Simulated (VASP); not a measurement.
BN, 4 atoms in the cell. The structure is hexagonal, space group P6_3mc (No. 186). Conventional cell: a = 2.554 Å, b = 2.554 Å, c = 4.227 Å, α = 90.00°, β = 90.00°, γ = 120.00°. B (site symmetry 3m) has 4 N at 1.57 to 1.58 Å within 2.1 Å. Within 2.1 Å of N (site symmetry 3m) lie 4 B at 1.57 to 1.58 Å. 

| Property | Result |
| --- | --- |
| Program | VASP 6.6.1 |
| Task | relaxation of cell and atoms |
| Functional | r2SCAN |
| Potentials or basis | VASP PAW PBE potentials, release 64 (B, N) |
| Cutoff | 600 eV |
| k mesh | 12 × 12 × 6 |
| Occupations | gaussian, width 0.02 eV |
| Spin | no spin polarisation |
| Dipole correction | no |
| Further INCAR settings | ALGO = Normal; EDIFF = 1e-07; IBRION = 2; EDIFFG = -0.005; NSW = 100; ISIF = 3 |

Potentials or basis: VASP PAW PBE potentials, release 64 (B, N).

Run with:

```sh
$ cat potpaw_PBE.64/B/POTCAR potpaw_PBE.64/N/POTCAR > POTCAR
$ cp INCAR.step1 INCAR
$ mpirun -np 1 vasp_std > vasp.out
$ cp INCAR.step2 INCAR
$ mpirun -np 1 vasp_std > vasp.out
```

Hardware: 1 thread of Intel Xeon 6975P-C, with other jobs on the host.

How long does it take, and how much memory?

Run time: 6.4 min on 1 thread of Intel Xeon 6975P-C (shared host), peak memory 0.16 GiB. Counts: k points 76, ion steps 6.
